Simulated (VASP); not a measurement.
Set up this calculation in VASP 6.6.1, as the native input.

| Property | Result |
| --- | --- |
| Task | electric field gradients |
| Functional | PBE |
| Potentials or basis | VASP PAW PBE potentials, release 64 (In_d, Sb, As) |
| Cutoff | 520 eV |
| k mesh | 2 × 2 × 2 |
| Occupations | methfessel-paxton, width 0.05 eV |
| Spin | no spin polarisation |
| Dipole correction | no |
| Further INCAR settings | LREAL = Auto; ALGO = Normal; EDIFF = 1e-08; NBANDS = 276 |

The structure of In27SbAs26 (a cell with a defect) lies in POSCAR:

```
In27SbAs26
1.0
    0.0000000000      9.0540000000      9.0540000000
    9.0540000000      0.0000000000      9.0540000000
    9.0540000000      9.0540000000      0.0000000000
In Sb As
27 1 26
Direct
    0.0000000000      0.0000000000      0.0000000000
    0.0000000000      0.0000000000      0.3333333333
    0.0000000000      0.0000000000      0.6666666667
    0.0000000000      0.3333333333      0.0000000000
    0.0000000000      0.3333333333      0.3333333333
    0.0000000000      0.3333333333      0.6666666667
    0.0000000000      0.6666666667      0.0000000000
    0.0000000000      0.6666666667      0.3333333333
    0.0000000000      0.6666666667      0.6666666667
    0.3333333333      0.0000000000      0.0000000000
    0.3333333333      0.0000000000      0.3333333333
    0.3333333333      0.0000000000      0.6666666667
    0.3333333333      0.3333333333      0.0000000000
    0.3333333333      0.3333333333      0.3333333333
    0.3333333333      0.3333333333      0.6666666667
    0.3333333333      0.6666666667      0.0000000000
    0.3333333333      0.6666666667      0.3333333333
    0.3333333333      0.6666666667      0.6666666667
    0.6666666667      0.0000000000      0.0000000000
    0.6666666667      0.0000000000      0.3333333333
    0.6666666667      0.0000000000      0.6666666667
    0.6666666667      0.3333333333      0.0000000000
    0.6666666667      0.3333333333      0.3333333333
    0.6666666667      0.3333333333      0.6666666667
    0.6666666667      0.6666666667      0.0000000000
    0.6666666667      0.6666666667      0.3333333333
    0.6666666667      0.6666666667      0.6666666667
    0.0833333333      0.0833333333      0.0833333333
    0.0833333333      0.0833333333      0.4166666667
    0.0833333333      0.0833333333      0.7500000000
    0.0833333333      0.4166666667      0.0833333333
    0.0833333333      0.4166666667      0.4166666667
    0.0833333333      0.4166666667      0.7500000000
    0.0833333333      0.7500000000      0.0833333333
    0.0833333333      0.7500000000      0.4166666667
    0.0833333333      0.7500000000      0.7500000000
    0.4166666667      0.0833333333      0.0833333333
    0.4166666667      0.0833333333      0.4166666667
    0.4166666667      0.0833333333      0.7500000000
    0.4166666667      0.4166666667      0.0833333333
    0.4166666667      0.4166666667      0.4166666667
    0.4166666667      0.4166666667      0.7500000000
    0.4166666667      0.7500000000      0.0833333333
    0.4166666667      0.7500000000      0.4166666667
    0.4166666667      0.7500000000      0.7500000000
    0.7500000000      0.0833333333      0.0833333333
    0.7500000000      0.0833333333      0.4166666667
    0.7500000000      0.0833333333      0.7500000000
    0.7500000000      0.4166666667      0.0833333333
    0.7500000000      0.4166666667      0.4166666667
    0.7500000000      0.4166666667      0.7500000000
    0.7500000000      0.7500000000      0.0833333333
    0.7500000000      0.7500000000      0.4166666667
    0.7500000000      0.7500000000      0.7500000000
```

These files were run (other wordings do the same):

INCAR

```
  PREC = Accurate
  ENCUT = 520
  EDIFF = 1E-8
  ISMEAR = 1
  SIGMA = 0.05
  LREAL = Auto
  LASPH = True
  NELM = 80
  ALGO = Normal
  ISIF = 2
  LWAVE = False
  LCHARG = False
  GGA = PE
  LEFG = True
  NBANDS = 276
  LUSENCCL = False
```

KPOINTS

```
regular mesh
0
Gamma
  2 2 2
```

Potentials or basis: VASP PAW PBE potentials, release 64 (In_d, Sb, As).

Command:

```sh
$ cat potpaw_PBE.64/In_d/POTCAR potpaw_PBE.64/Sb/POTCAR potpaw_PBE.64/As/POTCAR > POTCAR
$ mpirun -np 1 vasp_std > vasp.out
```

Results of the run:

```yaml
Pressure: 5.1 GPa
Largest_force: 1.380 eV/Å
Band_gap_on_the_k_mesh: zero (filled and empty bands touch)
Largest_electric_field_gradient_by_atom: In -47.8, +0.4, +0.5, +0.0, -0.1 (each value once); Sb -0.0; As -3.4, -0.4, -0.2, -0.3 (each value once) V/Å²
```

Caveat: without QUAD_EFG the Cq values of the log hold for a quadrupole moment of 1 mb, not for the nuclei; spin-orbit coupling is left out, which moves the levels of the heavy elements.

It took 2.6 min on 1 × NVIDIA H100 80GB with 1 thread of AMD EPYC 7R13 Processor (Zen 3), with other jobs on the host, peak memory 2.5 GiB.
